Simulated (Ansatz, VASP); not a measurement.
One calculation of NaAg2I3, two programs

```xyz
6
Lattice="4.5692 2.6380 4.4146 -4.5692 2.6380 4.4146 0.0000 -5.2761 4.4146" Properties=species:S:1:pos:R:3 pbc="T T T"
Na    0.0000    0.0000    0.0000
Ag    0.0000    0.0000   10.1352
Ag    0.0000    0.0000    3.1085
I    -2.2846    1.3190    2.2073
I     2.2846    1.3190    2.2073
I     0.0000   -2.6380    2.2073
```

Change from the starting cell: species swapped into the Ho2Al3Fe type (R-3m, No. 166).

Alike in both runs: functional PBE; k mesh 6 × 6 × 6; occupations gaussian, width 0.02 eV; no spin polarisation.

Ansatz relaxed the structure, and its values are those at the end. VASP's run is a single point on that final structure, the one shown.

|  | VASP | Ansatz |
| --- | --- | --- |
| version | VASP 6.6.1 | Ansatz 0.2.0 |
| potentials or method | VASP PAW PBE potentials, release 64 (Na_pv, Ag, I), cutoff 520 eV | scalar-relativistic, plane waves, PAW |
| valence electrons in the cell | 50 | 98 |

```csv
,VASP,Ansatz,Ansatz less VASP
gap on the k mesh at the Fermi level (eV),1.27,1.27,+0.002
least direct gap on the mesh (eV),1.30,1.30,+0.002
pressure (GPa),0.0,0.0,+0.03
```

With one functional, cell and mesh, what is left measures potentials, basis and numerics. VASP's potentials hold 50 valence electrons a cell and Ansatz's 98, so a difference there can come from the potentials and not from the codes. Ansatz's warnings: xc potential rough in thin density.

Spin-orbit coupling is off throughout.
